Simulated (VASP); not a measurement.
Runs of VASP 6.6.1 on Sr. The structure is cubic, space group Im-3m (No. 229). The conventional cell has a = 4.850 Å, b = 4.850 Å, c = 4.850 Å, α = 90.00°, β = 90.00°, γ = 90.00°. Sr (site symmetry m-3m) has 14 Sr at 4.20 to 4.85 Å within 5.5 Å. This isn't the form of Sr at room conditions, which is fcc.

```csv
task,level,potentials or basis,spin,gap on the mesh (eV),pressure (GPa)
single point,LDA,"VASP PAW LDA potentials, release 64 (Sr_sv)",off,none,-1.8
single point,PBE,"VASP PAW PBE potentials, release 64 (Sr_sv)","non-collinear, zero start, SOC",-,(a)
single point,PBEsol,"VASP PAW PBE potentials, release 64 (Sr_sv)",off,none,-1.1
electric field gradients,LDA,"VASP PAW LDA potentials, release 64 (Sr_sv)",off,none,-1.8
electric field gradients,r2SCAN,"VASP PAW PBE potentials, release 64 (Sr_sv)",off,none,-0.2
```

Alike in all rows: cell as given; k mesh 12 × 12 × 12; cutoff (eV) 520; smearing fermi-dirac 0.05 eV.

Question: Fill in the values left out.

Answer: (a) -0.6.

Caveats: the PAW data sets were made with another functional, which shifts forces and pressure a little (at least some runs).

A k mesh can miss the band edges, and rows without SOC leave out spin-orbit coupling on Sr.

A gap of «none» marks levels without a gap at the run's occupations.
